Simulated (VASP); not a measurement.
Here is a VASP 6.6.1 calculation.

Contents of INCAR:

```
SYSTEM = Nb3C
PREC = Accurate
ENCUT = 600
EDIFF = 1E-6
ISMEAR = 0
SIGMA = 0.1
LREAL = .False.
LASPH = .True.
NELM = 100
ALGO = Normal
ISIF = 3
LWAVE = .False.
LCHARG = .False.
GGA = PE
IBRION = 2
NSW = 100
EDIFFG = -0.01
```

KPOINTS

```
Automatic mesh
0
Gamma
  14 14 14
  0 0 0
```

The input POSCAR:

```
Nb3C
1.0
    0.0000000000      3.1005249282      3.1005249282
    3.1005249282      0.0000000000      3.1005249282
    3.1005249282      3.1005249282      0.0000000000
Nb C
3 1
Direct
    0.0000000000      0.0000000000      0.0000000000
    0.2500000000      0.2500000000      0.2500000000
    0.7500000000      0.7500000000      0.7500000000
    0.5000000000      0.5000000000      0.5000000000
```

Potentials or basis: VASP PAW PBE potentials, release 64 (Nb_sv, C).

The run is started by

```console
$ cat potpaw_PBE.64/Nb_sv/POTCAR potpaw_PBE.64/C/POTCAR > POTCAR
$ mpirun -np 1 vasp_std > vasp.out
```

**Question.** What does it give for the space group after relaxing (to 0.1 Å)?

**Answer.** Fm-3m (No. 225).

**Question.** Predict the band gap on the k mesh.

**Answer.** Zero (an odd number of electrons rules out a gap without spin polarisation).

**Question.** Predict the relaxed cell.

**Answer.** a = 4.378 Å, b = 4.378 Å, c = 4.378 Å, α = 60.00°, β = 60.00°, γ = 60.00°.

**Question.** What does it give for the relaxed volume?

**Answer.** 14.84 Å³/atom.

Step by step:
```tsv
step	energy change (eV)	largest force (eV/Å)	pressure (GPa)	volume (Å³)
1	0.0000	0.0000	-0.79	59.61
2	0.0007	0.0000	1.10	58.98
3	-0.0006	0.0000	0.00	59.35
```
